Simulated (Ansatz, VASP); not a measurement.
**GaP in VASP and in Ansatz**

File INCAR:

```
ALGO = Normal ; EDIFF = 1E-6
ENCUT = 520 ; GGA = PE
ISIF = 2 ; ISMEAR = -1
LASPH = True ; LCHARG = False
LREAL = False ; LWAVE = False
NBANDS = 16 ; NELM = 100
PREC = Accurate ; SIGMA = 0.03
```

KPOINTS

```
k-points
0
Gamma
  13 13 13
```

POSCAR

```
GaP
1.0
    0.0000000000      2.7251991465      2.7251991465
    2.7251991465      0.0000000000      2.7251991465
    2.7251991465      2.7251991465      0.0000000000
Ga P
1 1
Direct
    0.0000000000      0.0000000000      0.0000000000
    0.2500000000      0.2500000000      0.2500000000
```

Input for Ansatz:

```yaml
crystal:
  lattice:
    - [0.0, 2.7251991465, 2.7251991465]
    - [2.7251991465, 0.0, 2.7251991465]
    - [2.7251991465, 2.7251991465, 0.0]
  atoms:
    - { symbol: Ga, position: [0.0, 0.0, 0.0] }
    - { symbol: P, position: [0.25, 0.25, 0.25] }
kpoints:
  mp_grid: { grid: [13, 13, 13] }
scf:
  occupations: { method: fermi_dirac, width: 0.03 }
hamiltonian:
  xc: pbe
  pseudopotentials: { kind: all_electron, lapw: { basis_error: 0.001 } }
output:
  forces: true
  stress: true
  eigenvalues: true
```

Change from the starting cell: volume scaled by 0.97.

Alike in both runs: task single point; functional PBE; k mesh 13 × 13 × 13; occupations fermi-dirac, width 0.03 eV; no spin polarisation.

|  | VASP | Ansatz |
| --- | --- | --- |
| version | VASP 6.6.1 | Ansatz 0.2.0 |
| potentials or method | VASP PAW PBE potentials, release 64 (Ga_d, P), cutoff 520 eV | all-electron LAPW, scalar-relativistic |

|  | VASP | Ansatz | Ansatz less VASP |
| --- | --- | --- | --- |
| gap on the k mesh at the Fermi level (eV) | 1.62 | 1.62 | +0.002 |
| pressure (GPa) | 2.4 | 2.5 | +0.06 |

Ansatz ran all-electron here, and VASP with PAW potentials.
